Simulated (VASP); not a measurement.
# PbF2 (Pnma) in VASP: notebook

PbF2 is run at these levels: r2SCAN; tasks: relaxation of cell and atoms.

Program: VASP 6.6.1. These are calculated values, not measurements. Logs are shortened: lines on timing, memory, paths and dates and some standing lists are left out, and cuts for length are marked.

## 1. The cell of the first run

The structure is orthorhombic, space group Pnma (No. 62). Conventional cell: a = 6.427 Å, b = 3.891 Å, c = 7.636 Å, α = 90.00°, β = 90.00°, γ = 90.00°. Within 3.3 Å of Pb (site symmetry m) lie 9 F at 2.48 to 2.84 Å. Within 3.4 Å of F (site symmetry m) lie 4 Pb at 2.48 to 2.51 Å and 8 F at 2.88 to 3.35 Å. F (site symmetry m) has 6 Pb at 2.57 to 3.71 Å and 12 F at 2.88 to 3.89 Å within 3.9 Å.

## 2. Relaxation of cell and atoms, r2SCAN, target pressure 6.55 GPa, at which the enthalpy is minimised

The input, INCAR:

```
SYSTEM = PbF2
PREC = Accurate ; ENCUT = 600
EDIFF = 1E-6 ; ISMEAR = 0
SIGMA = 0.03 ; LREAL = .False.
LASPH = .True. ; NELM = 80
ALGO = Normal ; ISIF = 3
LWAVE = .False. ; LCHARG = .False.
METAGGA = R2SCAN ; LMIXTAU = .True.
IBRION = 2 ; NSW = 90
EDIFFG = -0.01 ; PSTRESS = 65.5
KPAR = 4
```

The input, KPOINTS:

```
Automatic mesh
0
Gamma
  4 8 4
  0 0 0
```

The input, POSCAR:

```
PbF2
1.0
    6.4268900000      0.0000000000      0.0000000000
    0.0000000000      3.8909800000      0.0000000000
    0.0000000000      0.0000000000      7.6357400000
Pb F
4 8
Direct
    0.7560000000      0.7500000000      0.1030000000
    0.2440000000      0.2500000000      0.8970000000
    0.7440000000      0.2500000000      0.6030000000
    0.2560000000      0.7500000000      0.3970000000
    0.1420000000      0.7500000000      0.0850000000
    0.8580000000      0.2500000000      0.9150000000
    0.3580000000      0.2500000000      0.5850000000
    0.6420000000      0.7500000000      0.4150000000
    0.5510000000      0.7500000000      0.8140000000
    0.4490000000      0.2500000000      0.1860000000
    0.9490000000      0.2500000000      0.3140000000
    0.0510000000      0.7500000000      0.6860000000
```

Potentials or basis: VASP PAW PBE potentials, release 64 (Pb_d, F).

Run with:

```
$ cat potpaw_PBE.64/Pb_d/POTCAR potpaw_PBE.64/F/POTCAR > POTCAR
$ mpirun -np 4 vasp_std > vasp.out
```

OUTCAR:

```text
SYSTEM = PbF2
   PREC = Accurate
   ENCUT = 600
   EDIFF = 1E-6
   ISMEAR = 0
   LREAL = .False.
   LASPH = .True.
   NELM = 80
   ISIF = 3
   METAGGA = R2SCAN
   IBRION = 2
   NSW = 90
   EDIFFG = -0.01
   PSTRESS = 65.5

 ion  position               nearest neighbor table
   1  0.756  0.750  0.103-   5 2.48   8 2.49   6 2.51   6 2.51   9 2.57  11 2.81  11 2.81  10 2.84
                            10 2.84   4 3.92   4 3.92   2 4.01   2 4.01   2 4.13   2 4.13
   2  0.244  0.250  0.897-   6 2.48   7 2.49   5 2.51   5 2.51  10 2.57  12 2.81  12 2.81   9 2.84
                             9 2.84   3 3.92   3 3.92   1 4.01   1 4.01   1 4.13   1 4.13
   3  0.744  0.250  0.603-   7 2.48   6 2.49   8 2.51   8 2.51  11 2.57   9 2.81   9 2.81  12 2.84
                            12 2.84   2 3.92   2 3.92   4 4.01   4 4.01   4 4.13   4 4.13
   4  0.256  0.750  0.397-   8 2.48   5 2.49   7 2.51   7 2.51  12 2.57  10 2.81  10 2.81  11 2.84
                            11 2.84   1 3.92   1 3.92   3 4.01   3 4.01   3 4.13   3 4.13
   5  0.142  0.750  0.085-   1 2.48   4 2.49   2 2.51   2 2.51
   6  0.858  0.250  0.915-   2 2.48   3 2.49   1 2.51   1 2.51
   7  0.358  0.250  0.585-   3 2.48   2 2.49   4 2.51   4 2.51
   8  0.642  0.750  0.415-   4 2.48   1 2.49   3 2.51   3 2.51
   9  0.551  0.750  0.814-   1 2.57   3 2.81   3 2.81   2 2.84   2 2.84
  10  0.449  0.250  0.186-   2 2.57   4 2.81   4 2.81   1 2.84   1 2.84
  11  0.949  0.250  0.314-   3 2.57   1 2.81   1 2.81   4 2.84   4 2.84
  12  0.051  0.750  0.686-   4 2.57   2 2.81   2 2.81   3 2.84   3 2.84

  LATTYP: Found a simple orthorhombic cell.
 ALAT       =     3.8909800000
 B/A-ratio  =     1.6517406926
 C/A-ratio  =     1.9624207783

  Lattice vectors:

 A1 = (   0.0000000000,  -3.8909800000,   0.0000000000)
 A2 = (   6.4268900000,   0.0000000000,   0.0000000000)
 A3 = (   0.0000000000,   0.0000000000,   7.6357400000)

Analysis of symmetry for initial positions (statically):
=====================================================================
 Subroutine PRICEL returns:
 Original cell was already a primitive cell.

 Routine SETGRP: Setting up the symmetry group for a
 simple orthorhombic supercell.

 Subroutine GETGRP returns: Found  8 space group operations
 (whereof  2 operations were pure point group operations)
 out of a pool of  8 trial point group operations.

The static configuration has the point symmetry S_2 .
 The point group associated with its full space group is D_2h.

Analysis of symmetry for dynamics (positions and initial velocities):
=====================================================================
 Subroutine PRICEL returns:
 Original cell was already a primitive cell.

 Routine SETGRP: Setting up the symmetry group for a
 simple orthorhombic supercell.

 Subroutine GETGRP returns: Found  8 space group operations
 (whereof  2 operations were pure point group operations)
 out of a pool of  8 trial point group operations.

The dynamic configuration has the point symmetry S_2 .
 The point group associated with its full space group is D_2h.

 Subroutine INISYM returns: Found  8 space group operations
 (whereof  2 operations are pure point group operations),
 and found     1 'primitive' translations

----------------------------------------------------------------------------------------

                                     Primitive cell

  volume of cell :     190.9462

  direct lattice vectors                    reciprocal lattice vectors
     6.426890000  0.000000000  0.000000000     0.155596253  0.000000000  0.000000000
     0.000000000  3.890980000  0.000000000     0.000000000  0.257004662  0.000000000
     0.000000000  0.000000000  7.635740000     0.000000000  0.000000000  0.130963076

  length of vectors
     6.426890000  3.890980000  7.635740000     0.155596253  0.257004662  0.130963076

  position of ions in fractional coordinates (direct lattice)
     0.756000000  0.750000000  0.103000000
     0.244000000  0.250000000  0.897000000
     0.744000000  0.250000000  0.603000000
     0.256000000  0.750000000  0.397000000
     0.142000000  0.750000000  0.085000000
     0.858000000  0.250000000  0.915000000
     0.358000000  0.250000000  0.585000000
     0.642000000  0.750000000  0.415000000
     0.551000000  0.750000000  0.814000000
     0.449000000  0.250000000  0.186000000
     0.949000000  0.250000000  0.314000000
     0.051000000  0.750000000  0.686000000

  ion indices of the primitive-cell ions
   primitive index   ion index
                 1           1
                 2           2
                 3           3
                 4           4
                 5           5
                 6           6
                 7           7
                 8           8
                 9           9
                10          10
                11          11
                12          12

----------------------------------------------------------------------------------------

[... 68 lines left out ...]
   EFERMI =   0.00;   METHOD = LEGACY
   ISMEAR =     0;   SIGMA  =   0.03  broadening in eV -4-tet -1-fermi 0-gaus
   EFERMI_NEDOS =   21; number of points for ismear=-14 and -15
   IALGO  =     38    algorithm
   IMIX   =      4    mixing-type and parameters
     AMIX     =   0.40;   BMIX     =  1.00
     AMIX_MAG =   1.60;   BMIX_MAG =  1.00
  volume/ion in A,a.u.               =      15.91       107.38
  Fermi-wavevector in a.u.,A,eV,Ry     =   1.370389  2.589660 25.551276  1.877966
  Thomas-Fermi vector in A             =   2.496180
   LORBIT       =      0    0 simple, 1 ext, 2 COOP (PROOUT), +10 PAW based schemes
   METAGGA = R2SCAN    functional components
   LHFCALC =     F    Hartree Fock is set to
   AEXX    =    0.0000 exact exchange contribution
   IVDW    =     0    specifies the selected vdW correction
   LEPSILON=     F    determine dielectric tensor
   LRPA    =     F    only Hartree local field effects (RPA)
 conjugate gradient relaxation of ions
 non-spin polarized calculation
 Gauss-broadening in eV      SIGMA  =   0.03
  energy-cutoff  :      600.00
  volume of cell :      190.95
 maximum number of plane-waves:      6412
 NGX is ok and might be reduce to    54
   NGX = 25   NGY = 15   NGZ = 31

--------------------------------------- Ionic step        1  -------------------------------------------

 number of electron     111.9999963 magnetization

 Free energy of the ion-electron system (eV)
  ---------------------------------------------------
  ext. energy  EPLUGINS =         0.00000000
  ---------------------------------------------------
  free energy    TOTEN  =      -280.30892128 eV

  energy without entropy =     -280.30892128  energy(sigma->0) =     -280.30892128

------------------------ aborting loop because EDIFF is reached ----------------------------------------

  FORCE on cell =-STRESS in cart. coord.  units (eV):
  Direction    XX          YY          ZZ          XY          YZ          ZX
  --------------------------------------------------------------------------------------
  -------------------------------------------------------------------------------------
  Total       -1.8489850     -2.0412398     -2.4047442      0.0000000      0.0000000      0.0000000
  in kB      -15.5143280    -17.1274856    -20.1775519      0.0000000      0.0000000      0.0000000
  external PRESSURE =     -83.1064552 kB  Pullay stress =      65.5000000 kB
[... 123 lines left out ...]
  FREE ENERGIE OF THE ION-ELECTRON SYSTEM (eV)
  ---------------------------------------------------
  free  energy   TOTEN  =      -280.1209607690 eV

  energy  without entropy=     -280.1209607690  energy(sigma->0) =     -280.12096077

  enthalpy is  TOTEN    =      -272.9787861680 eV   P V=        7.1421746010

[... ionic steps 4 to 19 ...]

--------------------------------------- Ionic step       20  -------------------------------------------

 number of electron     112.0000043 magnetization

------------------------ aborting loop because EDIFF is reached ----------------------------------------

  FORCE on cell =-STRESS in cart. coord.  units (eV):
  Direction    XX          YY          ZZ          XY          YZ          ZX
  --------------------------------------------------------------------------------------
  -------------------------------------------------------------------------------------
  Total        7.1570524      6.8678229      6.6460545      0.0000000      0.0000000      0.0000000
  in kB       65.6814647     63.0271570     60.9919513      0.0000000      0.0000000      0.0000000
  external PRESSURE =      -2.2664757 kB  Pullay stress =      65.5000000 kB
[... 81 lines left out ...]
  enthalpy is  TOTEN    =      -273.2234468543 eV   P V=        7.1198663651

--------------------------------------- Ionic step       22  -------------------------------------------

 number of electron     112.0000052 magnetization

 Free energy of the ion-electron system (eV)
  ---------------------------------------------------
  ext. energy  EPLUGINS =         0.00000000
  ---------------------------------------------------
  free energy    TOTEN  =      -280.34274746 eV

  energy without entropy =     -280.34274746  energy(sigma->0) =     -280.34274746

 E-fermi :   3.6857     XC(G=0): -11.1687

 val. band max:        3.5399101341   @ k =   0.0000   0.3750   0.0000
 cond. band min:       7.9946695691   @ k =   0.0000   0.0000   0.0000
 fundamental gap:      4.4547594351
 Fermi energy:         3.6856662743

 k-point     1 :       0.0000    0.0000    0.0000
  band No.  band energies     occupation
      1     -19.8827      2.00000
      2     -19.7314      2.00000
      3     -19.4413      2.00000
      4     -19.4308      2.00000
      5     -18.9407      2.00000
      6     -18.9267      2.00000
[... 1669 lines left out ...]
     66      11.6893      0.00000
     67      12.3541      0.00000

 [... further k-points ...]

------------------------ aborting loop because EDIFF is reached ----------------------------------------

  FORCE on cell =-STRESS in cart. coord.  units (eV):
  Direction    XX          YY          ZZ          XY          YZ          ZX
  --------------------------------------------------------------------------------------
  -------------------------------------------------------------------------------------
  Total        7.2221571      7.1358549      7.0116999      0.0000000      0.0000000      0.0000000
  in kB       66.4479399     65.6539108     64.5116144      0.0000000      0.0000000      0.0000000
  external PRESSURE =       0.0378217 kB  Pullay stress =      65.5000000 kB
[... 27 lines left out ...]
  FREE ENERGIE OF THE ION-ELECTRON SYSTEM (eV)
  ---------------------------------------------------
  free  energy   TOTEN  =      -280.3427474620 eV

  energy  without entropy=     -280.3427474620  energy(sigma->0) =     -280.34274746

  enthalpy is  TOTEN    =      -273.2236209384 eV   P V=        7.1191265236

 reached required accuracy - stopping structural energy minimisation
```

Wall time 1.7 h (4 MPI ranks of Intel Xeon 6975P-C (Granite Rapids), shared host); peak memory 0.75 GiB.

Results:

```
Free energy                                                : -280.3427 eV
Relaxed volume                                             : 14.51 Å³/atom
Relaxed cell                                               : a = 6.125 Å, b = 3.785 Å, c = 7.511 Å, α = 90.00°, β = 90.00°, γ = 90.00°
Space group after relaxing (to 0.1 Å)                      : Pnma (No. 62)
Energy change on relaxing (the run minimises the enthalpy) : -2.8 meV/atom
Ionic steps                                                : 22
Pressure after relaxing                                    : 6.6 GPa
Largest force after relaxing                               : 0.009 eV/Å
Band gap on the k mesh                                     : 4.45 eV (least direct gap 4.71 eV)
```

Forces in eV/Å, atoms in the order of the input:
```
Pb   0.006  0.000 -0.007
Pb  -0.006  0.000  0.007
Pb  -0.006  0.000 -0.007
Pb   0.006  0.000  0.007
F    0.001  0.000 -0.003
F   -0.001  0.000  0.003
F   -0.001  0.000 -0.003
F    0.001  0.000  0.003
F   -0.007  0.000 -0.001
F    0.007  0.000  0.001
F    0.007  0.000 -0.001
F   -0.007  0.000  0.001
```

Step by step:
| step | energy change (eV) | largest force (eV/Å) | pressure (GPa) | volume (Å³) |
| --- | --- | --- | --- | --- |
| 1 | 0.0000 | 0.4734 | -1.76 | 190.95 |
| 2 | 0.4924 | 0.4830 | 11.12 | 169.03 |
| 3 | 0.1880 | 0.4408 | 6.90 | 174.70 |
| 4 | 0.1404 | 0.3478 | 6.88 | 174.25 |
| 5 | 0.0948 | 0.2271 | 7.17 | 172.86 |
| 6 | 0.1021 | 0.2346 | 7.25 | 172.64 |
| 7 | -0.0173 | 0.1360 | 5.52 | 174.91 |
| 8 | -0.0255 | 0.1334 | 5.37 | 175.11 |
| 9 | 0.0062 | 0.1189 | 6.18 | 173.83 |
| 10 | 0.0390 | 0.1380 | 6.77 | 172.93 |
| 11 | 0.0251 | 0.0977 | 6.72 | 173.08 |
| 12 | 0.0014 | 0.0493 | 6.60 | 173.44 |
| 13 | -0.0018 | 0.0455 | 6.58 | 173.51 |
| 14 | -0.0086 | 0.0439 | 6.52 | 173.64 |
| 15 | -0.0267 | 0.0467 | 6.36 | 174.04 |
| 16 | -0.0198 | 0.0429 | 6.51 | 173.86 |
| 17 | -0.0067 | 0.0366 | 6.81 | 173.52 |
| 18 | -0.0158 | 0.0291 | 6.71 | 173.72 |
| 19 | -0.0283 | 0.0196 | 6.58 | 174.01 |
| 20 | -0.0511 | 0.0270 | 6.32 | 174.58 |
| 21 | -0.0344 | 0.0164 | 6.52 | 174.16 |
| 22 | -0.0338 | 0.0094 | 6.55 | 174.14 |

Final structure:
```
CELL_PARAMETERS angstrom
6.12527 0.00000 0.00000
0.00000 3.78515 0.00000
0.00000 0.00000 7.51082
ATOMIC_POSITIONS crystal
Pb 0.74539 0.75000 0.11628
Pb 0.25461 0.25000 0.88372
Pb 0.75461 0.25000 0.61628
Pb 0.24539 0.75000 0.38372
F 0.14237 0.75000 0.06103
F 0.85763 0.25000 0.93897
F 0.35763 0.25000 0.56103
F 0.64237 0.75000 0.43897
F 0.54141 0.75000 0.82764
F 0.45859 0.25000 0.17236
F 0.95859 0.25000 0.32764
F 0.04141 0.75000 0.67236
```

Caveat: the cell is relaxed towards a set pressure, so the run minimises the enthalpy, not the energy; the PAW data sets were made with another functional, which shifts forces and pressure a little; spin-orbit coupling is left out, which moves the levels of the heavy elements. r2SCAN opens gaps a little over a GGA but as a rule still falls short of measured ones.

## 3. Relaxation of cell and atoms, r2SCAN, target pressure 6.55 GPa, at which the enthalpy is minimised

This run uses another cell than the first one, of 14.51 Å³/atom.

The input, INCAR:

```
SYSTEM = PbF2
PREC = Accurate ; ENCUT = 600
EDIFF = 1E-7 ; ISMEAR = 0
SIGMA = 0.03 ; LREAL = .False.
LASPH = .True. ; NELM = 80
ALGO = Normal ; ISIF = 3
LWAVE = .False. ; LCHARG = .False.
METAGGA = R2SCAN ; LMIXTAU = .True.
IBRION = 2 ; NSW = 90
EDIFFG = -0.005 ; PSTRESS = 65.5
KPAR = 4
```

KPOINTS is that of step 2.

The input, POSCAR:

```
PbF2                                    
1.0
    6.1252747624      0.0000000000      0.0000000000
   -0.0000000000      3.7851514517      0.0000000000
    0.0000000000      0.0000000000      7.5108166086
  Pb              F             
     4     8
Direct
     0.7453912971902857    0.7500000000000000    0.1162771511313689
     0.2546087028097141    0.2500000000000000    0.8837228488686312
     0.7546087028097143    0.2500000000000000    0.6162771511313688
     0.2453912971902858    0.7500000000000000    0.3837228488686311
     0.1423681411379666    0.7500000000000000    0.0610316415297476
     0.8576318588620333    0.2500000000000000    0.9389683584702525
     0.3576318588620335    0.2500000000000000    0.5610316415297475
     0.6423681411379667    0.7500000000000000    0.4389683584702526
     0.5414107704585781    0.7500000000000000    0.8276353520675009
     0.4585892295414219    0.2500000000000000    0.1723646479324992
     0.9585892295414219    0.2500000000000000    0.3276353520675008
     0.0414107704585781    0.7500000000000000    0.6723646479324991
```

Potentials or basis: VASP PAW PBE potentials, release 64 (Pb_d, F).

Run with:

```
$ cat potpaw_PBE.64/Pb_d/POTCAR potpaw_PBE.64/F/POTCAR > POTCAR
$ mpirun -np 4 vasp_std > vasp.out
```

It took 27 min on 4 MPI ranks of Intel Xeon 6975P-C (Granite Rapids), shared host; peak memory 0.64 GiB.

It converged, with:

```
Free energy                                                : -280.3074 eV
Relaxed volume                                             : 14.53 Å³/atom
Relaxed cell                                               : a = 6.139 Å, b = 3.789 Å, c = 7.496 Å, α = 90.00°, β = 90.00°, γ = 90.00°
Space group after relaxing (to 0.1 Å)                      : Pnma (No. 62)
Energy change on relaxing (the run minimises the enthalpy) : -0.7 meV/atom
Ionic steps                                                : 8
Pressure after relaxing                                    : 6.5 GPa
Largest force after relaxing                               : 0.005 eV/Å
Band gap on the k mesh                                     : 4.46 eV (least direct gap 4.72 eV)
```

Forces in eV/Å, atoms in the order of the input:
```
Pb  -0.003  0.000  0.000
Pb   0.003  0.000  0.000
Pb   0.003  0.000  0.000
Pb  -0.003  0.000  0.000
F   -0.002  0.000  0.003
F    0.002  0.000 -0.003
F    0.002  0.000  0.003
F   -0.002  0.000 -0.003
F   -0.003  0.000  0.004
F    0.003  0.000 -0.004
F    0.003  0.000  0.004
F   -0.003  0.000 -0.004
```

Step by step:
| step | energy change (eV) | largest force (eV/Å) | pressure (GPa) | volume (Å³) |
| --- | --- | --- | --- | --- |
| 1 | 0.0000 | 0.0081 | 6.60 | 174.14 |
| 2 | -0.0045 | 0.0080 | 6.54 | 174.25 |
| 3 | -0.0086 | 0.0084 | 6.48 | 174.34 |
| 4 | -0.0062 | 0.0073 | 6.53 | 174.28 |
| 5 | -0.0037 | 0.0067 | 6.58 | 174.22 |
| 6 | -0.0052 | 0.0059 | 6.56 | 174.26 |
| 7 | -0.0064 | 0.0053 | 6.55 | 174.29 |
| 8 | -0.0090 | 0.0049 | 6.52 | 174.35 |

Final structure:
```yaml
crystal:
  lattice:
    - [6.13879, 0.00000, 0.00000]
    - [0.00000, 3.78886, 0.00000]
    - [0.00000, 0.00000, 7.49612]
  atoms:
    - { symbol: Pb, position: [0.74570, 0.75000, 0.11599] }
    - { symbol: Pb, position: [0.25430, 0.25000, 0.88401] }
    - { symbol: Pb, position: [0.75430, 0.25000, 0.61599] }
    - { symbol: Pb, position: [0.24570, 0.75000, 0.38401] }
    - { symbol: F, position: [0.14219, 0.75000, 0.06091] }
    - { symbol: F, position: [0.85781, 0.25000, 0.93909] }
    - { symbol: F, position: [0.35781, 0.25000, 0.56091] }
    - { symbol: F, position: [0.64219, 0.75000, 0.43909] }
    - { symbol: F, position: [0.54084, 0.75000, 0.82759] }
    - { symbol: F, position: [0.45916, 0.25000, 0.17241] }
    - { symbol: F, position: [0.95916, 0.25000, 0.32759] }
    - { symbol: F, position: [0.04084, 0.75000, 0.67241] }
```

Levels at points of the mesh, in eV from the valence-band top:
```tsv
k point	band 54	band 55	band 56	band 57	band 58	band 59
(0.00, 0.00, 0.00)	-0.52	-0.34	-0.26	4.46	5.62	5.82
(0.50, 0.00, 0.00)	-1.22	-0.34	-0.34	4.74	4.74	5.94
(0.00, 0.50, 0.00)	-1.07	-0.11	-0.11	5.34	5.34	6.29
(0.50, 0.50, 0.00)	-0.62	-0.62	-0.62	5.40	5.40	5.40
(0.00, 0.00, 0.50)	-1.45	-0.20	-0.20	5.04	5.04	6.80
(0.50, 0.00, 0.50)	-0.84	-0.65	-0.65	5.22	5.22	5.23
(0.00, 0.50, 0.50)	-0.75	-0.14	-0.14	4.92	4.92	6.64
(0.50, 0.50, 0.50)	-0.53	-0.53	-0.53	5.31	5.31	5.31
```

Caveat: the cell is relaxed towards a set pressure, so the run minimises the enthalpy, not the energy; the PAW data sets were made with another functional, which shifts forces and pressure a little; spin-orbit coupling is left out, which moves the levels of the heavy elements.
